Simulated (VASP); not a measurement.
# CaSe (Fm-3m) in VASP: a series of runs, part 2 of 2

VASP 6.6.1.

### Step 3. Phonons, r2SCAN

This run uses another cell than the first one, of 25.21 Å³/atom.

The input, INCAR:

```
SYSTEM = CaSe
PREC = Accurate
ENCUT = 520
EDIFF = 1E-8
ISMEAR = 0
SIGMA = 0.01
LREAL = .FALSE.
LASPH = .TRUE.
NELM = 60
ALGO = Normal
ISIF = 2
LWAVE = .FALSE.
LCHARG = .FALSE.
METAGGA = R2SCAN
LMIXTAU = .TRUE.
IBRION = 6
NFREE = 2
POTIM = 0.015
NSW = 1
```

The input, KPOINTS:

```
regular mesh
0
G
  8 8 8
  0 0 0
```

The input, POSCAR:

```
CaSe
1.0
    2.9322073757      2.9322073757      0.0000000000
   -2.9322073757      2.9322073757      0.0000000000
    0.0000000000      2.9322073757      2.9322073757
Ca Se
1 1
Direct
    0.0000000000      0.0000000000      0.0000000000
    0.5000000000      0.5000000000      0.0000000000
```

Potentials or basis: VASP PAW PBE potentials, release 64 (Ca_sv, Se).

Command:

```bash
> cat potpaw_PBE.64/Ca_sv/POTCAR potpaw_PBE.64/Se/POTCAR > POTCAR
> mpirun -np 1 vasp_std > vasp.out
```

OUTCAR:

```text
SYSTEM = CaSe
   PREC = Accurate
   ENCUT = 520
   EDIFF = 1E-8
   ISMEAR = 0
   LREAL = .FALSE.
   LASPH = .TRUE.
   NELM = 60
   ISIF = 2
   METAGGA = R2SCAN
   IBRION = 6
   NFREE = 2
   POTIM = 0.015
   NSW = 1

 ion  position               nearest neighbor table
   1  0.000  0.000  0.000-   2 2.93   2 2.93   2 2.93   2 2.93   2 2.93   2 2.93
   2  0.500  0.500  0.000-   1 2.93   1 2.93   1 2.93   1 2.93   1 2.93   1 2.93

  LATTYP: Found a face centered cubic cell.
 ALAT       =     5.8644147514

  Lattice vectors:

 A1 = (   0.0000000000,   2.9322073757,   2.9322073757)
 A2 = (   2.9322073757,   0.0000000000,   2.9322073757)
 A3 = (   2.9322073757,   2.9322073757,   0.0000000000)

Analysis of symmetry for initial positions (statically):
=====================================================================
 Subroutine PRICEL returns:
 Original cell was already a primitive cell.

 Routine SETGRP: Setting up the symmetry group for a
 face centered cubic supercell.

 Subroutine GETGRP returns: Found 48 space group operations
 (whereof 48 operations were pure point group operations)
 out of a pool of 48 trial point group operations.

The static configuration has the point symmetry O_h .

Analysis of symmetry for dynamics (positions and initial velocities):
=====================================================================
 Subroutine PRICEL returns:
 Original cell was already a primitive cell.

 Routine SETGRP: Setting up the symmetry group for a
 face centered cubic supercell.

 Subroutine GETGRP returns: Found 48 space group operations
[... 308 lines left out ...]
 val. band max:        2.3649492399   @ k =   0.0000   0.0000   0.0000
 cond. band min:       4.7938971285   @ k =   0.5000   0.5000   0.0000
 fundamental gap:      2.4289478887
 Fermi energy:         2.4211197042

 k-point     1 :       0.0000    0.0000    0.0000
  band No.  band energies     occupation
      1     -38.8503      2.00000
      2     -18.9671      2.00000
      3     -18.9671      2.00000
      4     -18.9671      2.00000
      5      -9.9233      2.00000
      6       2.3648      2.00000
      7       2.3649      2.00000
      8       2.3649      2.00000
      9       6.5809      0.00000
     10       6.5814      0.00000
     11       6.5814      0.00000
     12       6.6580      0.00000
[... 331 lines left out ...]
 k-point    24 :       0.5000    0.2500    0.1250
  band No.  band energies     occupation
      1     -38.8413      2.00000
      2     -19.0738      2.00000
      3     -19.0033      2.00000
      4     -18.9853      2.00000
      5      -9.1671      2.00000
      6      -0.5449      2.00000
      7       0.6813      2.00000
      8       1.0777      2.00000
      9       7.4396      0.00000
     10       7.7406      0.00000
     11       8.7820      0.00000
     12       9.1255      0.00000

 [... further k-points ...]
[... 5 lines left out ...]
  --------------------------------------------------------------------------------------
  -------------------------------------------------------------------------------------
  Total        0.7216280      0.7158885      0.7158885      0.0000000      0.0000000      0.0000000
  in kB       22.9303110     22.7479329     22.7479329      0.0000000      0.0000000      0.0000000
  external PRESSURE =      22.8087256 kB  Pullay stress =       0.0000000 kB
[... 17 lines left out ...]
  FREE ENERGIE OF THE ION-ELECTRON SYSTEM (eV)
  ---------------------------------------------------
  free  energy   TOTEN  =       -25.9641901902 eV

  energy  without entropy=      -25.9641901902  energy(sigma->0) =      -25.96419019

 INTERNAL STRAIN TENSORS FROM DISPLACED ATOMS
 ============================================

 INTERNAL STRAIN TENSOR FOR ION    1 for displacements in x,y,z  (eV/Angst):
          X           Y           Z          XY          YZ          ZX
  --------------------------------------------------------------------------------
  x     0.00000     0.00000     0.00000     0.00000     0.00000     0.00000
  y     0.00000     0.00000     0.00000     0.00000     0.00000     0.00000
  z     0.00000     0.00000     0.00000     0.00000     0.00000     0.00000

 INTERNAL STRAIN TENSOR FOR ION    2 for displacements in x,y,z  (eV/Angst):
          X           Y           Z          XY          YZ          ZX
  --------------------------------------------------------------------------------
  x     0.00000     0.00000     0.00000     0.00000     0.00000     0.00000
  y     0.00000     0.00000     0.00000     0.00000     0.00000     0.00000
  z     0.00000     0.00000     0.00000     0.00000     0.00000     0.00000

 Eigenvectors and eigenvalues of the dynamical matrix
 ----------------------------------------------------

   1 f  =    5.907841 THz    37.120059 2PiTHz  197.064358 cm-1    24.432855 meV
             X         Y         Z           dx          dy          dz
      0.000000  0.000000  0.000000    -0.814781    0.000000    0.000000
      0.000000  2.932207  0.000000     0.579769    0.000000    0.000000
[... 21 lines left out ...]
   6 f/i=    0.003440 THz     0.021617 2PiTHz    0.114762 cm-1     0.014229 meV
             X         Y         Z           dx          dy          dz
      0.000000  0.000000  0.000000    -0.000000   -0.000000   -0.579769
      0.000000  2.932207  0.000000     0.000000    0.000000   -0.814781

 ELASTIC MODULI CONTR FROM IONIC RELAXATION (kBar)
 Direction    XX          YY          ZZ          XY          YZ          ZX
 --------------------------------------------------------------------------------
 XX           0.0000      0.0000      0.0000      0.0000      0.0000      0.0000
 YY           0.0000      0.0000      0.0000      0.0000      0.0000      0.0000
 ZZ           0.0000      0.0000      0.0000      0.0000      0.0000      0.0000
 XY           0.0000      0.0000      0.0000      0.0000      0.0000      0.0000
 YZ           0.0000      0.0000      0.0000      0.0000      0.0000      0.0000
 ZX           0.0000      0.0000      0.0000      0.0000      0.0000      0.0000
 --------------------------------------------------------------------------------
```

OSZICAR:

```text
N       E                     dE             d eps       ncg     rms          rms(c)
DAV:   1     0.984083499032E+02    0.98408E+02   -0.79744E+03   696   0.128E+03
DAV:   2    -0.229611006964E+02   -0.12137E+03   -0.11650E+03   792   0.297E+02
DAV:   3    -0.285412175861E+02   -0.55801E+01   -0.55167E+01   916   0.616E+01
DAV:   4    -0.289333477792E+02   -0.39213E+00   -0.39071E+00  1256   0.133E+01
[... 76 lines left out ...]
DAV:  10    -0.259641901940E+02   -0.39285E-07   -0.72068E-08  2064   0.221E-03    0.112E-03
DAV:  11    -0.259641901655E+02    0.28540E-07   -0.19559E-08  1620   0.146E-03    0.609E-04
DAV:  12    -0.259641901950E+02   -0.29527E-07   -0.25146E-09   980   0.633E-04    0.504E-05
DAV:  13    -0.259641901843E+02    0.10668E-07   -0.15952E-09   968   0.396E-04    0.346E-05
DAV:  14    -0.259641901902E+02   -0.58455E-08   -0.35719E-10   960   0.155E-04
   5 F= -.25964190E+02 E0= -.25964190E+02  d E =-.611702E-18
```

stdout:

```text
POSCAR found type information on POSCAR CaSe
 POSCAR found :  2 types and       2 ions
 scaLAPACK will be used
 -----------------------------------------------------------------------------
|                                                                             |
|                                                                             |
|     You enforced a specific xc type in the INCAR file but a different       |
|     I HOPE YOU KNOW WHAT YOU ARE DOING!                                     |
|                                                                             |
 -----------------------------------------------------------------------------

 LDA part: xc-table for (None), standard interpolation
 POSCAR, INCAR and KPOINTS ok, starting setup
 FFT: planning ... GRIDC
 FFT: planning ... GRID_SOFT
 FFT: planning ... GRID
 WAVECAR not read
 entering main loop
 Found     2 degrees of freedom:
 Finite differences POTIM= 0.01500 DOF=   2
 bond charge predicted
 Finite differences progress:
 bond charge predicted
 Finite differences progress:
 bond charge predicted
 Finite differences progress:
 bond charge predicted
 Finite differences progress:
```

Wall time 7.9 min (1 thread of Intel Xeon Platinum 8559C (Emerald Rapids), shared host); peak memory 0.23 GiB.

Results:

```
Highest phonon frequency at Γ, LO-TO splitting left out : 197 cm⁻¹
```

Phonon frequencies in cm⁻¹ (negative: imaginary):
```tsv
q point	frequencies
(0.000, 0.000, 0.000)	0 0 0 197 197 197
```

Caveat: the cell stands under pressure or tension, which shifts response properties; the PAW data sets were made with another functional, which shifts forces and pressure a little.
